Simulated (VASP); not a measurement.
Here is a VASP 6.6.1 calculation.

Contents of INCAR:

```
PREC = Accurate ; ENCUT = 600
EDIFF = 1E-6 ; ISMEAR = -1
SIGMA = 0.05 ; LREAL = False
LASPH = True ; NELM = 80
ALGO = Normal ; ISIF = 3
LWAVE = False ; LCHARG = False
GGA = PS ; IBRION = 2
NSW = 80 ; EDIFFG = -0.005
```

KPOINTS

```
Automatic mesh
0
Gamma
  10 10 3
```

POSCAR

```
Mg
1.0
    3.1768261656      0.0000000000      0.0000000000
   -1.5884130828      2.7512121628      0.0000000000
    0.0000000000      0.0000000000     10.3188620100
Mg
4
Direct
    0.6666666667      0.3333333333      0.7500000000
    0.0000000000      0.0000000000      0.5000000000
    0.3333333333      0.6666666667      0.2500000000
    0.0000000000      0.0000000000      0.0000000000
```

Potentials or basis: VASP PAW PBE potentials, release 64 (Mg).

Run with:

```bash
$ cat potpaw_PBE.64/Mg/POTCAR > POTCAR
$ mpirun -np 1 vasp_std > vasp.out
```

Q: What does it give for the band gap on the k mesh?

A: Zero (bands 4 and 5 overlap by 1.98 eV).

Q: What does it give for the space group after relaxing (to 0.1 Å)?

A: P6_3/mmc (No. 194).

Q: Estimate the relaxed volume.

A: 22.64 Å³/atom.

Q: Estimate the relaxed cell.

A: a = 3.165 Å, b = 3.165 Å, c = 10.442 Å, α = 90.00°, β = 90.00°, γ = 120.00°.

Step by step:
```csv
step,energy change (eV),largest force (eV/Å),pressure (GPa),volume (Å³)
1,0.0000,0.0000,0.13,90.19
2,-0.0019,0.0000,0.04,90.42
3,-0.0031,0.0000,-0.09,90.75
4,-0.0031,0.0000,-0.09,90.77
5,-0.0032,0.0000,-0.01,90.56
```

Caveat: the PAW data sets were made with another functional, which shifts forces and pressure a little.
